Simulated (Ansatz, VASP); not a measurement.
## One calculation of Re, two programs

```
CELL_PARAMETERS angstrom
2.77687 0.00000 0.00000
-1.38844 2.40484 0.00000
0.00000 0.00000 4.47881
ATOMIC_POSITIONS crystal
Re 0.33333 0.66667 0.25000
Re 0.66667 0.33333 0.75000
```

Alike in both runs: task single point; functional PBE; k mesh 13 × 13 × 7; occupations gaussian, width 0.6 eV; no spin polarisation.

|  | VASP | Ansatz |
| --- | --- | --- |
| version | VASP 6.6.1 | Ansatz 0.2.0 |
| potentials or method | VASP PAW PBE potentials, release 64 (Re), cutoff 520 eV | plane waves (420 eV) with PAW, scalar-relativistic |
| valence electrons in the cell | 14 | 30 |

VASP gave:

| Item | Value |
| --- | --- |
| pressure (GPa) | 0.4 |
| traceless stress, the component that is largest in VASP (GPa) | -0.83 |

**Question.** Estimate Ansatz's values.

**Answer.** Pressure (GPa): 0.9; traceless stress, the component that is largest in VASP (GPa): -0.72.

The functional is the same, so the differences come from potentials, cutoffs and numerics. VASP's potentials hold 14 valence electrons a cell and Ansatz's 30, so a difference there can come from the potentials and not from the codes.

Spin-orbit coupling is off throughout.
